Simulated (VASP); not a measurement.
Input of a VASP 6.6.1 run:

The input INCAR:

```
SYSTEM = Sc3Al
ALGO     = Fast           ! electronic algorithm
EDIFF    = 1E-7           ! SCF threshold, eV
ENCUT    = 520            ! plane-wave cutoff, eV
GGA      = PS             ! functional
ISIF     = 2              ! what is computed and relaxed
ISMEAR   = 0              ! smearing method
LASPH    = .True.         ! aspherical terms in the spheres
LCHARG   = .True.         ! write CHGCAR
LELF     = .True.         ! ELF
LREAL    = .False.        ! projectors in reciprocal space
LVHAR    = .True.       
LWAVE    = .False.        ! write WAVECAR
NBANDS   = 26             ! bands
NELM     = 80             ! most SCF steps
PREC     = Accurate       ! precision mode
SIGMA    = 0.15           ! smearing width, eV
```

Contents of KPOINTS:

```
k-points
0
Gamma
  12 12 12
  0 0 0
```

POSCAR

```
Sc3Al
1.0
    4.9487681019      0.0000000000      0.0000000000
    0.0000000000      4.9487681019      0.0000000000
    0.0000000000      0.0000000000      4.3747949981
Sc Al
3 1
Direct
    0.5000000000      0.0000000000      0.5000000000
    0.0000000000      0.5000000000      0.5000000000
    0.5000000000      0.5000000000      0.0000000000
    0.0000000000      0.0000000000      0.0000000000
```

Potentials or basis: VASP PAW PBE potentials, release 64 (Sc_sv, Al).

Run with:

```bash
$ cat potpaw_PBE.64/Sc_sv/POTCAR potpaw_PBE.64/Al/POTCAR > POTCAR
$ mpirun -np 1 vasp_std > vasp.out
```

Question: Predict the pressure.

Answer: -10.4 GPa.

Question: Predict the band gap on the k mesh.

Answer: Zero (bands 18 and 19 overlap by 1.55 eV).

Stress tensor (GPa, compression positive):
```
-11.72   0.00   0.00
  0.00 -11.72   0.00
  0.00   0.00  -7.79
```

Caveat: the cell differs from its parent crystal (strain +0.1312 x Voigt [1, 1, 0, 0, 0, 0]); the cell stands under tension; the PAW data sets were made with another functional, which shifts forces and pressure a little.
